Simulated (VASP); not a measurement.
# Ir in VASP: further runs

The runs below take Ir through single point, with PBE.

Everything below comes from runs of VASP 6.6.1. Logs are shortened: lines on timing, memory, paths and dates and some standing lists are left out, and cuts for length are marked.

## 1. The cell of the first run

The cell holds a slab with vacuum, 6 atoms: a = 4.761 Å, b = 4.454 Å, c = 18.749 Å, α = 90.00°, β = 90.00°, γ = 90.00°.

## 2. Single point, PBE

Contents of INCAR:

```
SYSTEM = Ir
PREC = Accurate
ENCUT = 520
EDIFF = 1E-6
ISMEAR = -1
SIGMA = 0.08
LREAL = .FALSE.
LASPH = .TRUE.
NELM = 60
ALGO = Normal
ISIF = 2
LWAVE = .FALSE.
LCHARG = .FALSE.
LDIPOL = .TRUE.
IDIPOL = 3
DIPOL = 0.5 0.5 0.500
GGA = PE
NBANDS = 36
```

Contents of KPOINTS:

```
Automatic mesh
0
G
  7 8 1
  0 0 0
```

Contents of POSCAR:

```
Ir
1.0
    4.7608545807      0.0000000000      0.0000000000
    0.0000000000      4.4541505768      0.0000000000
    0.0000000000      0.0000000000     18.7487000000
Ir
6
Direct
    0.3694880858      0.7500000000      0.4333704415
    0.6305119142      0.2500000000      0.4333704415
    0.8728142312      0.7500000000      0.5000000076
    0.1271857688      0.2500000000      0.5000000076
    0.3694881045      0.7500000000      0.5666295510
    0.6305118955      0.2500000000      0.5666295510
```

Potentials or basis: VASP PAW PBE potentials, release 64 (Ir).

The run is started by

```sh
cat potpaw_PBE.64/Ir/POTCAR > POTCAR
mpirun -np 1 vasp_std > vasp.out
```

OUTCAR:

```text
SYSTEM = Ir
   PREC = Accurate
   ENCUT = 520
   EDIFF = 1E-6
   ISMEAR = -1
   LREAL = .FALSE.
   LASPH = .TRUE.
   NELM = 60
   ISIF = 2
   GGA = PE

 ion  position               nearest neighbor table
   1  0.369  0.750  0.433-   5 2.50   2 2.55   2 2.55   3 2.67   3 2.70   4 2.80   4 2.80
   2  0.631  0.250  0.433-   6 2.50   1 2.55   1 2.55   4 2.67   4 2.70   3 2.80   3 2.80
   3  0.873  0.750  0.500-   4 2.54   4 2.54   5 2.67   1 2.67   5 2.70   1 2.70   6 2.80   6 2.80
                             2 2.80   2 2.80
   4  0.127  0.250  0.500-   3 2.54   3 2.54   6 2.67   2 2.67   6 2.70   2 2.70   5 2.80   5 2.80
                             1 2.80   1 2.80
   5  0.369  0.750  0.567-   1 2.50   6 2.55   6 2.55   3 2.67   3 2.70   4 2.80   4 2.80
   6  0.631  0.250  0.567-   2 2.50   5 2.55   5 2.55   4 2.67   4 2.70   3 2.80   3 2.80

  LATTYP: Found a simple orthorhombic cell.
 ALAT       =     4.4541505768
 B/A-ratio  =     1.0688580232
 C/A-ratio  =     4.2092649713

  Lattice vectors:

 A1 = (   0.0000000000,  -4.4541505768,   0.0000000000)
 A2 = (   4.7608545807,   0.0000000000,   0.0000000000)
 A3 = (   0.0000000000,   0.0000000000,  18.7487000000)

Analysis of symmetry for initial positions (statically):
=====================================================================
 Subroutine PRICEL returns:
 Original cell was already a primitive cell.

 Routine SETGRP: Setting up the symmetry group for a
 simple orthorhombic supercell.

 Subroutine GETGRP returns: Found  8 space group operations
 (whereof  4 operations were pure point group operations)
 out of a pool of  8 trial point group operations.

The static configuration has the point symmetry C_2h.
 The point group associated with its full space group is D_2h.

Analysis of symmetry for dynamics (positions and initial velocities):
=====================================================================
 Subroutine PRICEL returns:
 Original cell was already a primitive cell.

 Routine SETGRP: Setting up the symmetry group for a
 simple orthorhombic supercell.

 Subroutine GETGRP returns: Found  8 space group operations
 (whereof  4 operations were pure point group operations)
 out of a pool of  8 trial point group operations.

The dynamic configuration has the point symmetry C_2h.
 The point group associated with its full space group is D_2h.

 Subroutine INISYM returns: Found  8 space group operations
 (whereof  4 operations are pure point group operations),
 and found     1 'primitive' translations

----------------------------------------------------------------------------------------

                                     Primitive cell

  volume of cell :     397.5767

  direct lattice vectors                    reciprocal lattice vectors
     4.760854581  0.000000000  0.000000000     0.210046323  0.000000000  0.000000000
     0.000000000  4.454150577  0.000000000     0.000000000  0.224509698  0.000000000
     0.000000000  0.000000000 18.748700000     0.000000000  0.000000000  0.053337031

  length of vectors
     4.760854581  4.454150577 18.748700000     0.210046323  0.224509698  0.053337031

  position of ions in fractional coordinates (direct lattice)
     0.369488086  0.750000000  0.433370442
     0.630511914  0.250000000  0.433370442
     0.872814231  0.750000000  0.500000008
     0.127185769  0.250000000  0.500000008
     0.369488105  0.750000000  0.566629551
     0.630511895  0.250000000  0.566629551

  ion indices of the primitive-cell ions
   primitive index   ion index
                 1           1
                 2           2
                 3           3
                 4           4
                 5           5
                 6           6

----------------------------------------------------------------------------------------

 KPOINTS: Automatic mesh

Automatic generation of k-mesh.
 Grid dimensions read from file:
 generate k-points for:    7    8    1

 Generating k-lattice:

  Cartesian coordinates                     Fractional coordinates (reciprocal lattice)
     0.030006618  0.000000000  0.000000000     0.142857143  0.000000000  0.000000000
     0.000000000  0.028063712  0.000000000     0.000000000  0.125000000  0.000000000
     0.000000000  0.000000000  0.053337031     0.000000000  0.000000000  1.000000000

  Length of vectors
     0.030006618  0.028063712  0.053337031

  Shift w.r.t. Gamma in fractional coordinates (k-lattice)
     0.000000000  0.000000000  0.000000000

 Subroutine IBZKPT returns following result:
 ===========================================

 Found     20 irreducible k-points:

 Following reciprocal coordinates:
            Coordinates               Weight
  0.000000  0.000000  0.000000      1.000000
  0.142857  0.000000  0.000000      2.000000
  0.285714  0.000000  0.000000      2.000000
  0.428571  0.000000  0.000000      2.000000
  0.000000  0.125000  0.000000      2.000000
  0.142857  0.125000  0.000000      4.000000
[... 12 lines left out ...]
  0.285714  0.500000  0.000000      2.000000
  0.428571  0.500000  0.000000      2.000000
   k-points           NKPTS =     20   k-points in BZ     NKDIM =     20   number of bands    NBANDS=     36
   number of dos      NEDOS =    301   number of ions     NIONS =      6
   total plane-waves  NPLWV = 181440
   dimension x,y,z NGX =    36 NGY =   36 NGZ =  140
   dimension x,y,z NGXF=    72 NGYF=   72 NGZF=  280
   ions per type =               6
   NGX,Y,Z   is equivalent  to a cutoff of  12.57, 13.44, 12.41 a.u.
   NGXF,Y,Z  is equivalent  to a cutoff of  25.14, 26.87, 24.83 a.u.
 SYSTEM =  Ir
   PREC   = accura    normal or accurate (medium, high low for compatibility)
   ISTART =      0    job   : 0-new  1-cont  2-samecut
   ICHARG =      2    charge: 1-file 2-atom 10-const
   ISPIN  =      1    spin polarized calculation?
   LNONCOLLINEAR =      F non collinear calculations
   LSORBIT =      F    spin-orbit coupling
   LASPH  =      T    aspherical Exc in radial PAW
   ENCUT  =  520.0 eV  38.22 Ry    6.18 a.u.   8.85  8.28 34.86*2*pi/ulx,y,z
   NELM   =     60;   NELMIN=  2; NELMDL= -5     # of ELM steps
   EDIFF  = 0.1E-05   stopping-criterion for ELM
   LREAL  =      F    real-space projection
   EDIFFG = 0.1E-04   stopping-criterion for IOM
   NSW    =      0    number of steps for IOM
   IBRION =     -1    ionic relax: 0-MD 1-quasi-New 2-CG
   NFREE  =      0    steps in history (QN), initial steepest desc. (CG)
   ISIF   =      2    stress and relaxation
   ISYM   =      2    0-nonsym 1-usesym 2-fastsym
   POTIM  = 0.5000    time-step for ionic-motion
   TEBEG  =    0.0;   TEEND  =   0.0 temperature during run
   PSTRESS=    0.0 pullay stress
   NELECT =      54.0000    total number of electrons
   NUPDOWN=      -1.0000    fix difference up-down
   EMIN   =  10.00;   EMAX   =-10.00  energy-range for DOS
   EFERMI =   0.00;   METHOD = LEGACY
   ISMEAR =    -1;   SIGMA  =   0.08  broadening in eV -4-tet -1-fermi 0-gaus
   EFERMI_NEDOS =   21; number of points for ismear=-14 and -15
   IALGO  =     38    algorithm
   IMIX   =      4    mixing-type and parameters
     AMIX     =   0.40;   BMIX     =  1.00
     AMIX_MAG =   1.60;   BMIX_MAG =  1.00
  volume/ion in A,a.u.               =      66.26       447.16
  Fermi-wavevector in a.u.,A,eV,Ry     =   0.841523  1.590247  9.635105  0.708160
  Thomas-Fermi vector in A             =   1.956081
   LORBIT       =      0    0 simple, 1 ext, 2 COOP (PROOUT), +10 PAW based schemes
   GGA     = PE    functional components
   LHFCALC =     F    Hartree Fock is set to
   AEXX    =    0.0000 exact exchange contribution
   IVDW    =     0    specifies the selected vdW correction
   LEPSILON=     F    determine dielectric tensor
   LRPA    =     F    only Hartree local field effects (RPA)
 non-spin polarized calculation
  energy-cutoff  :      520.00
  volume of cell :      397.58
 maximum number of plane-waves:     10734
 NGX is ok and might be reduce to    36
   NGX = 17   NGY = 17   NGZ = 69

 number of electron      53.9999998 magnetization

 dipolmoment           0.000000      0.000000      0.000003 electrons x Angstroem

 Free energy of the ion-electron system (eV)
  ---------------------------------------------------
  ext. energy  EPLUGINS =         0.00000000
  ---------------------------------------------------
  free energy    TOTEN  =       -45.49922176 eV

  energy without entropy =      -45.28234392  energy(sigma->0) =      -45.39078284

 E-fermi :  -1.7720     XC(G=0):  -4.1047

 val. band max:       -1.7801904425   @ k =   0.2857   0.2500   0.0000
 cond. band min:      -1.7644301375   @ k =   0.2857   0.3750   0.0000
 fundamental gap:      0.0157603049
 Fermi energy:        -1.7719699006

 k-point     1 :       0.0000    0.0000    0.0000
  band No.  band energies     occupation
      1     -10.8535      2.00000
      2      -8.3411      2.00000
      3      -7.7287      2.00000
      4      -7.2363      2.00000
      5      -7.0618      2.00000
      6      -6.8020      2.00000
[... 28 lines left out ...]
     35       2.2267      0.00000
     36       2.9163      0.00000

 k-point     2 :       0.1429    0.0000    0.0000
  band No.  band energies     occupation
      1     -10.6992      2.00000
      2      -8.3210      2.00000
      3      -7.7786      2.00000
      4      -7.3533      2.00000
      5      -7.2616      2.00000
      6      -6.9134      2.00000
[... 28 lines left out ...]
     35       1.3405      0.00000
     36       3.0240      0.00000

 k-point     3 :       0.2857    0.0000    0.0000
  band No.  band energies     occupation
      1     -10.2593      2.00000
      2      -8.2900      2.00000
      3      -7.9028      2.00000
      4      -7.8849      2.00000
      5      -7.5682      2.00000
      6      -6.8534      2.00000
[... 28 lines left out ...]
     35       1.7379      0.00000
     36       2.8607      0.00000

 k-point     4 :       0.4286    0.0000    0.0000
  band No.  band energies     occupation
      1      -9.6266      2.00000
      2      -8.6644      2.00000
      3      -8.2765      2.00000
      4      -7.9630      2.00000
      5      -7.7068      2.00000
      6      -7.1236      2.00000
[... 28 lines left out ...]
     35       0.7155      0.00000
     36       3.6359      0.00000

 k-point     5 :       0.0000    0.1250    0.0000
  band No.  band energies     occupation
      1     -10.6874      2.00000
      2      -8.3803      2.00000
      3      -7.6821      2.00000
      4      -7.2194      2.00000
      5      -7.1664      2.00000
      6      -7.0981      2.00000
[... 499 lines left out ...]
 k-point    18 :       0.1429    0.5000    0.0000
  band No.  band energies     occupation
      1      -8.8169      2.00000
      2      -8.8169      2.00000
      3      -8.4098      2.00000
      4      -8.4098      2.00000
      5      -6.7925      2.00000
      6      -6.7925      2.00000
[... 28 lines left out ...]
     35       0.8062      0.00000
     36       0.8062      0.00000

 k-point    19 :       0.2857    0.5000    0.0000
  band No.  band energies     occupation
      1      -8.7310      2.00000
      2      -8.7310      2.00000
      3      -8.2247      2.00000
      4      -8.2247      2.00000
      5      -7.0753      2.00000
      6      -7.0753      2.00000
[... 28 lines left out ...]
     35       0.1919      0.00000
     36       0.1919      0.00000

 k-point    20 :       0.4286    0.5000    0.0000
  band No.  band energies     occupation
      1      -8.6984      2.00000
      2      -8.6984      2.00000
      3      -7.9282      2.00000
      4      -7.9282      2.00000
      5      -7.2696      2.00000
      6      -7.2696      2.00000
[... 28 lines left out ...]
     35       0.4817      0.00000
     36       0.4817      0.00000

------------------------ aborting loop because EDIFF is reached ----------------------------------------

 vacuum level on the upper side and lower side of the slab       (xc-potential included)        -0.116        -0.116

  FORCE on cell =-STRESS in cart. coord.  units (eV):
  Direction    XX          YY          ZZ          XY          YZ          ZX
  --------------------------------------------------------------------------------------
  -------------------------------------------------------------------------------------
  Total       -4.2149752     -1.1552744      0.1475949      0.0000000      0.0000000      0.0000000
  in kB      -16.9857464     -4.6555902      0.5947862      0.0000000      0.0000000      0.0000000
  external PRESSURE =      -7.0155168 kB  Pullay stress =       0.0000000 kB

 VOLUME and BASIS-vectors are now :
 -----------------------------------------------------------------------------
  energy-cutoff  :      520.00
  volume of cell :      397.58
      direct lattice vectors                 reciprocal lattice vectors
     4.760854581  0.000000000  0.000000000     0.210046323  0.000000000  0.000000000
     0.000000000  4.454150577  0.000000000     0.000000000  0.224509698  0.000000000
     0.000000000  0.000000000 18.748700000     0.000000000  0.000000000  0.053337031

 POSITION                                       TOTAL-FORCE (eV/Angst)
 -----------------------------------------------------------------------------------
      1.75908      3.34061      8.12513        -0.016003     -0.000000     -0.038760
      3.00178      1.11354      8.12513         0.016003     -0.000000     -0.038760
      4.15534      3.34061      9.37435        -0.030129      0.000000      0.000000
      0.60551      1.11354      9.37435         0.030129     -0.000000      0.000000
      1.75908      3.34061     10.62357        -0.016003     -0.000000      0.038760
      3.00178      1.11354     10.62357         0.016003      0.000000      0.038760
 -----------------------------------------------------------------------------------
    total drift:                                0.000000      0.000000      0.000266

  FREE ENERGIE OF THE ION-ELECTRON SYSTEM (eV)
  ---------------------------------------------------
  free  energy   TOTEN  =       -45.4992217631 eV

  energy  without entropy=      -45.2823439230  energy(sigma->0) =      -45.39078284

 vacuum level on the upper side and lower side of the slab         3.179         3.179
```

Run time: 3.9 min. Hardware: 1 thread of Intel Xeon 6975P-C (Granite Rapids), shared host; peak memory 0.54 GiB.

Results:

```yaml
Free_energy: -45.4992 eV
Largest_force: 0.042 eV/Å
Band_gap_on_the_k_mesh: zero (band 27 reaches -1.56 eV, above the bottom of band 28 at -2.08 eV)
```

Forces in eV/Å, atoms in the order of the input:
```
Ir  -0.016  0.000 -0.039
Ir   0.016  0.000 -0.039
Ir  -0.030  0.000  0.000
Ir   0.030  0.000  0.000
Ir  -0.016  0.000  0.039
Ir   0.016  0.000  0.039
```

Caveat: spin-orbit coupling is left out, which moves the levels of the heavy elements.

(Part 1 of 2 ends here.)
